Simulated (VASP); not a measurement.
# Au (Fm-3m) in VASP: notebook

The runs below take Au through single point, with PBE.

Program: VASP 6.6.1. These are calculated values, not measurements. Logs are shortened: lines on timing, memory, paths and dates and some standing lists are left out, and cuts for length are marked.

**1. The cell of the first run**

Symmetry: Fm-3m, No. 225, cubic system. The conventional cell has a = 4.157 Å, b = 4.157 Å, c = 4.157 Å, α = 90.00°, β = 90.00°, γ = 90.00°. Within 3.9 Å of Au (site symmetry m-3m) lie 12 Au at 2.94 Å.

**2. Single point, PBE**

File INCAR:

```
PREC = Accurate
ENCUT = 520
EDIFF = 1E-6
ISMEAR = -1
SIGMA = 0.1
LREAL = F
LASPH = T
NELM = 60
ALGO = Normal
ISIF = 2
LWAVE = F
LCHARG = F
GGA = PE
NBANDS = 12
```

File KPOINTS:

```
Automatic mesh
0
Gamma
  2 2 2
```

File POSCAR:

```
Au
1.0
    0.0000000000      2.0782552709      2.0782552709
    2.0782552709      0.0000000000      2.0782552709
    2.0782552709      2.0782552709      0.0000000000
Au
1
Direct
    0.0000000000      0.0000000000      0.0000000000
```

Potentials or basis: VASP PAW PBE potentials, release 64 (Au).

Started as:

```console
> cat potpaw_PBE.64/Au/POTCAR > POTCAR
> mpirun -np 1 vasp_std > vasp.out
```

OUTCAR:

```text
PREC = Accurate
   ENCUT = 520
   EDIFF = 1E-6
   ISMEAR = -1
   LREAL = F
   LASPH = T
   NELM = 60
   ISIF = 2
   GGA = PE

 ion  position               nearest neighbor table
   1  0.000  0.000  0.000-

  LATTYP: Found a face centered cubic cell.
 ALAT       =     4.1565105418

  Lattice vectors:

 A1 = (   0.0000000000,   2.0782552709,   2.0782552709)
 A2 = (   2.0782552709,   0.0000000000,   2.0782552709)
 A3 = (   2.0782552709,   2.0782552709,   0.0000000000)

Analysis of symmetry for initial positions (statically):
=====================================================================
 Subroutine PRICEL returns:
 Original cell was already a primitive cell.

 Routine SETGRP: Setting up the symmetry group for a
 face centered cubic supercell.

 Subroutine GETGRP returns: Found 48 space group operations
 (whereof 48 operations were pure point group operations)
 out of a pool of 48 trial point group operations.

The static configuration has the point symmetry O_h .

Analysis of symmetry for dynamics (positions and initial velocities):
=====================================================================
 Subroutine PRICEL returns:
 Original cell was already a primitive cell.

 Routine SETGRP: Setting up the symmetry group for a
 face centered cubic supercell.

 Subroutine GETGRP returns: Found 48 space group operations
 (whereof 48 operations were pure point group operations)
 out of a pool of 48 trial point group operations.

The dynamic configuration has the point symmetry O_h .

 Subroutine INISYM returns: Found 48 space group operations
 (whereof 48 operations are pure point group operations),
 and found     1 'primitive' translations

----------------------------------------------------------------------------------------

                                     Primitive cell

  volume of cell :      17.9526

  direct lattice vectors                    reciprocal lattice vectors
     0.000000000  2.078255271  2.078255271    -0.240586422  0.240586422  0.240586422
     2.078255271  0.000000000  2.078255271     0.240586422 -0.240586422  0.240586422
     2.078255271  2.078255271  0.000000000     0.240586422  0.240586422 -0.240586422

  length of vectors
     2.939096790  2.939096790  2.939096790     0.416707907  0.416707907  0.416707907

  position of ions in fractional coordinates (direct lattice)
     0.000000000  0.000000000  0.000000000

  ion indices of the primitive-cell ions
   primitive index   ion index
                 1           1

----------------------------------------------------------------------------------------

 KPOINTS: Automatic mesh

Automatic generation of k-mesh.
 Grid dimensions read from file:
 generate k-points for:    2    2    2

 Generating k-lattice:

  Cartesian coordinates                     Fractional coordinates (reciprocal lattice)
    -0.120293211  0.120293211  0.120293211     0.500000000  0.000000000  0.000000000
     0.120293211 -0.120293211  0.120293211     0.000000000  0.500000000  0.000000000
     0.120293211  0.120293211 -0.120293211     0.000000000  0.000000000  0.500000000

  Length of vectors
     0.208353953  0.208353953  0.208353953

  Shift w.r.t. Gamma in fractional coordinates (k-lattice)
     0.000000000  0.000000000  0.000000000

 Subroutine IBZKPT returns following result:
 ===========================================

 Found      3 irreducible k-points:

 Following reciprocal coordinates:
            Coordinates               Weight
  0.000000  0.000000  0.000000      1.000000
  0.500000  0.000000  0.000000      4.000000
  0.500000  0.500000  0.000000      3.000000
   k-points           NKPTS =      3   k-points in BZ     NKDIM =      3   number of bands    NBANDS=     12
   number of dos      NEDOS =    301   number of ions     NIONS =      1
   total plane-waves  NPLWV =  13824
   dimension x,y,z NGX =    24 NGY =   24 NGZ =   24
   dimension x,y,z NGXF=    48 NGYF=   48 NGZF=   48
   ions per type =               1
   NGX,Y,Z   is equivalent  to a cutoff of  13.58, 13.58, 13.58 a.u.
   NGXF,Y,Z  is equivalent  to a cutoff of  27.15, 27.15, 27.15 a.u.
 SYSTEM =  unknown system
   PREC   = accura    normal or accurate (medium, high low for compatibility)
   ISTART =      0    job   : 0-new  1-cont  2-samecut
   ICHARG =      2    charge: 1-file 2-atom 10-const
   ISPIN  =      1    spin polarized calculation?
   LNONCOLLINEAR =      F non collinear calculations
   LSORBIT =      F    spin-orbit coupling
   LASPH  =      T    aspherical Exc in radial PAW
   ENCUT  =  520.0 eV  38.22 Ry    6.18 a.u.   5.46  5.46  5.46*2*pi/ulx,y,z
   NELM   =     60;   NELMIN=  2; NELMDL= -5     # of ELM steps
   EDIFF  = 0.1E-05   stopping-criterion for ELM
   LREAL  =      F    real-space projection
   EDIFFG = 0.1E-04   stopping-criterion for IOM
   NSW    =      0    number of steps for IOM
   IBRION =     -1    ionic relax: 0-MD 1-quasi-New 2-CG
   NFREE  =      0    steps in history (QN), initial steepest desc. (CG)
   ISIF   =      2    stress and relaxation
   ISYM   =      2    0-nonsym 1-usesym 2-fastsym
   POTIM  = 0.5000    time-step for ionic-motion
   TEBEG  =    0.0;   TEEND  =   0.0 temperature during run
   PSTRESS=    0.0 pullay stress
   NELECT =      11.0000    total number of electrons
   NUPDOWN=      -1.0000    fix difference up-down
   EMIN   =  10.00;   EMAX   =-10.00  energy-range for DOS
   EFERMI =   0.00;   METHOD = LEGACY
   ISMEAR =    -1;   SIGMA  =   0.10  broadening in eV -4-tet -1-fermi 0-gaus
   EFERMI_NEDOS =   21; number of points for ismear=-14 and -15
   IALGO  =     38    algorithm
   IMIX   =      4    mixing-type and parameters
     AMIX     =   0.40;   BMIX     =  1.00
     AMIX_MAG =   1.60;   BMIX_MAG =  1.00
  volume/ion in A,a.u.               =      17.95       121.15
  Fermi-wavevector in a.u.,A,eV,Ry     =   1.390476  2.627619 26.305825  1.933424
  Thomas-Fermi vector in A             =   2.514407
   LORBIT       =      0    0 simple, 1 ext, 2 COOP (PROOUT), +10 PAW based schemes
   GGA     = PE    functional components
   LHFCALC =     F    Hartree Fock is set to
   AEXX    =    0.0000 exact exchange contribution
   IVDW    =     0    specifies the selected vdW correction
   LEPSILON=     F    determine dielectric tensor
   LRPA    =     F    only Hartree local field effects (RPA)
 non-spin polarized calculation
  energy-cutoff  :      520.00
  volume of cell :       17.95
 maximum number of plane-waves:       531
 NGX is ok and might be reduce to    24
   NGX = 11   NGY = 11   NGZ = 11

 number of electron      11.0000002 magnetization

 Free energy of the ion-electron system (eV)
  ---------------------------------------------------
  ext. energy  EPLUGINS =         0.00000000
  ---------------------------------------------------
  free energy    TOTEN  =        -0.14255190 eV

  energy without entropy =       -0.08281246  energy(sigma->0) =       -0.11268218

 E-fermi :   8.0174     XC(G=0): -12.3508

 val. band max:        7.9042275526   @ k =   0.5000   0.0000   0.0000
 cond. band min:       9.8099010639   @ k =   0.5000   0.5000   0.0000
 fundamental gap:      1.9056735113
 Fermi energy:         8.0173804939

 k-point     1 :       0.0000    0.0000    0.0000
  band No.  band energies     occupation
      1      -0.6724      2.00000
      2       4.5904      2.00000
      3       4.5904      2.00000
      4       4.5904      2.00000
      5       6.0513      2.00000
      6       6.0513      2.00000
      7      23.1430      0.00000
      8      26.9186      0.00000
      9      26.9186      0.00000
     10      26.9186      0.00000
     11      31.5089      0.00000
     12      35.9022      0.00000

 k-point     2 :       0.5000    0.0000    0.0000
  band No.  band energies     occupation
      1       1.9908      2.00000
      2       4.5678      2.00000
      3       4.5678      2.00000
      4       7.1669      1.99960
      5       7.1669      1.99960
      6       7.9042      1.51224
      7      11.7215      0.00000
      8      22.5712      0.00000
      9      25.4268      0.00000
     10      25.4268      0.00000
     11      32.9037      0.00000
     12      32.9037      0.00000

 k-point     3 :       0.5000    0.5000    0.0000
  band No.  band energies     occupation
      1       2.2992      2.00000
      2       2.6240      2.00000
      3       7.1413      1.99969
      4       7.4587      1.99254
      5       7.4587      1.99254
      6       9.8099      0.00000
      7      14.2298      0.00000
      8      18.5281      0.00000
      9      18.5281      0.00000
     10      25.3526      0.00000
     11      27.9320      0.00000
     12      35.7729      0.00000

------------------------ aborting loop because EDIFF is reached ----------------------------------------

  FORCE on cell =-STRESS in cart. coord.  units (eV):
  Direction    XX          YY          ZZ          XY          YZ          ZX
  --------------------------------------------------------------------------------------
  -------------------------------------------------------------------------------------
  Total        4.6809950      4.6809950      4.6809950     -0.0000000      0.0000000      0.0000000
  in kB      417.7554204    417.7554204    417.7554204     -0.0000000      0.0000000      0.0000000
  external PRESSURE =     417.7554204 kB  Pullay stress =       0.0000000 kB

 VOLUME and BASIS-vectors are now :
 -----------------------------------------------------------------------------
  energy-cutoff  :      520.00
  volume of cell :       17.95
      direct lattice vectors                 reciprocal lattice vectors
     0.000000000  2.078255271  2.078255271    -0.240586422  0.240586422  0.240586422
     2.078255271  0.000000000  2.078255271     0.240586422 -0.240586422  0.240586422
     2.078255271  2.078255271  0.000000000     0.240586422  0.240586422 -0.240586422

 POSITION                                       TOTAL-FORCE (eV/Angst)
 -----------------------------------------------------------------------------------
      0.00000      0.00000      0.00000         0.000000      0.000000      0.000000
 -----------------------------------------------------------------------------------
    total drift:                                0.000000     -0.000000     -0.000000

  FREE ENERGIE OF THE ION-ELECTRON SYSTEM (eV)
  ---------------------------------------------------
  free  energy   TOTEN  =        -0.1425518956 eV

  energy  without entropy=       -0.0828124643  energy(sigma->0) =       -0.11268218
```

Wall time 6.4 s (1 thread of AMD EPYC, shared host); peak memory 0.1 GiB.

Results:

- Free energy: -0.1426 eV
- Pressure: 41.8 GPa

Caveat: the k points lie up to 1.31 Å⁻¹ apart; spin-orbit coupling is left out, which moves the levels of the heavy elements.

**3. Single point, PBE**

File INCAR:

```
SYSTEM = Au
  ALGO = Normal
  EDIFF = 1E-7
  ENCUT = 520
  GGA = PE
  ISIF = 2
  ISMEAR = -1
  LASPH = .True.
  LCHARG = .False.
  LREAL = .False.
  LWAVE = .False.
  NBANDS = 12
  NELM = 100
  PREC = Accurate
  SIGMA = 0.1
```

File KPOINTS:

```
k-points
0
Gamma
  3 3 3
  0 0 0
```

POSCAR is that of step 2.

Potentials or basis: VASP PAW PBE potentials, release 64 (Au).

Started as:

```console
> cat potpaw_PBE.64/Au/POTCAR > POTCAR
> mpirun -np 1 vasp_std > vasp.out
```

Wall time 7.4 s (1 thread of AMD EPYC, shared host); peak memory 0.1 GiB.

Results (log left out):

| Property | Result |
| --- | --- |
| Free energy | -3.6047 eV |
| Pressure | -5.4 GPa |

Levels at points of the mesh, in eV from the Fermi level:
| k point | band 4 | band 5 | band 6 | band 7 | band 8 | band 9 |
| --- | --- | --- | --- | --- | --- | --- |
| (0.00, 0.00, 0.00) | -2.36 | -0.99 | -0.99 | 16.71 | 20.40 | 20.40 |

Caveat: the k points lie up to 0.87 Å⁻¹ apart; spin-orbit coupling is left out, which moves the levels of the heavy elements.
